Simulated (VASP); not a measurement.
Here is a VASP 6.6.1 calculation.

Contents of POSCAR:

```
SnO
1.0
    3.7925880617      0.0000000000      0.0000000000
    0.0000000000      3.7925880617      0.0000000000
    0.0000000000      0.0000000000      4.6632194833
Sn O
2 2
Direct
    0.0000000000      0.5000000000      0.2450799023
    0.5000000000      0.0000000000      0.7549200977
    0.5000000000      0.5000000000      0.0000000000
    0.0000000000      0.0000000000      0.0000000000
```

Contents of INCAR.step1:

```
  PREC = Accurate
  ENCUT = 910
  ISMEAR = -1
  SIGMA = 0.02
  LREAL = False
  LASPH = True
  NELM = 120
  NBANDS = 28
  GGA = PE
  ALGO = Normal
  EDIFF = 1E-5
  LWAVE = True
  LCHARG = False
  GGA_COMPAT = False
```

INCAR.step2

```
  PREC = Accurate
  ENCUT = 910
  EDIFF = 1E-6
  ISMEAR = -1
  SIGMA = 0.02
  LREAL = False
  LASPH = True
  NELM = 120
  ALGO = Normal
  ISIF = 2
  LWAVE = False
  LCHARG = True
  METAGGA = R2SCAN
  LMIXTAU = True
  LELF = True
  LVHAR = True
  NBANDS = 28
  ISTART = 1
  GGA_COMPAT = False
```

File KPOINTS:

```
regular mesh
0
Gamma
  6 6 6
```

Potentials or basis: VASP PAW PBE potentials, release 64 (Sn_d, O_h).

Command:

```console
$ cat potpaw_PBE.64/Sn_d/POTCAR potpaw_PBE.64/O_h/POTCAR > POTCAR
$ cp INCAR.step1 INCAR
$ mpirun -np 1 vasp_std > vasp.out
$ cp INCAR.step2 INCAR
$ mpirun -np 1 vasp_std > vasp.out
```

Q: Estimate the largest force.

A: 0.115 eV/Å.

Q: What does it give for the pressure?

A: 2.2 GPa.

Forces in eV/Å, atoms in the order of the input:
```
Sn   0.000  0.000  0.115
Sn   0.000  0.000 -0.115
O    0.000  0.000  0.000
O    0.000  0.000  0.000
```

Caveat: the cell differs from its parent crystal (uniaxial z strain -2.0%); the cutoff is under 1.25 times the usual one of these potentials, so pressure, stress and relaxed cells hold a basis-set (Pulay) error; the PAW data sets were made with another functional, which shifts forces and pressure a little.
